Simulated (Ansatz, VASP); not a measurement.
Two plane-wave programs on Ir

```
Ir
1.0
     0.00000    1.90609    1.90609
     1.90609    0.00000    1.90609
     1.90609    1.90609    0.00000
Ir
1
Direct
  0.00000 0.00000 0.00000
```

Alike in both runs: task single point; functional LDA; k mesh 14 × 14 × 14; occupations fermi-dirac, width 0.1 eV; no spin polarisation.

|  | VASP | Ansatz |
| --- | --- | --- |
| version | VASP 6.6.1 | Ansatz 0.2.0 |
| potentials or method | VASP PAW LDA potentials, release 64 (Ir), cutoff 520 eV | plane waves (500 eV) with PAW, scalar-relativistic |
| valence electrons in the cell | 9 | 17 |

Ansatz gave:

```
pressure (GPa) : 0.0
```

Q: Which values does VASP return?

A: Pressure (GPa): 2.6.

Ansatz warns that its potentials were made for another functional, while VASP's fit it. LDA's correlation is that of Perdew and Zunger in VASP and of Perdew and Wang (1992) in Ansatz. VASP's potentials hold 9 valence electrons a cell and Ansatz's 17, so a difference there can come from the potentials and not from the codes.

Spin-orbit coupling is off throughout.
